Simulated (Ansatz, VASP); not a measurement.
**One calculation of ScW, two programs**

```
Sc W
1.0
     3.33397    0.00000    0.00000
     0.00000    3.33397    0.00000
     0.00000    0.00000    3.33397
Sc W
1 1
Direct
  0.50000 0.50000 0.50000
  0.00000 0.00000 0.00000
```

Change from the starting cell: species swapped into the PrHg type (Pm-3m, No. 221).

Alike in both runs: functional PBE; k mesh 6 × 6 × 6; occupations gaussian, width 0.2 eV; no spin polarisation.

Ansatz relaxed the structure, and its values are those at the end. VASP's run is a single point on that final structure, the one shown.

|  | VASP | Ansatz |
| --- | --- | --- |
| version | VASP 6.6.1 | Ansatz 0.2.0 |
| potentials or method | VASP PAW PBE potentials, release 64 (Sc_sv, W_sv), cutoff 500 eV | scalar-relativistic, plane waves, PAW |
| valence electrons in the cell | 25 | 25 |

```tsv
	VASP	Ansatz	Ansatz less VASP
gap on the k mesh at the Fermi level (eV)	none	none	-
pressure (GPa)	-0.1	-0.3	-0.22
```

A gap of «none» marks a metal or a gap that the smearing closes.

Neither program's run includes spin-orbit coupling.
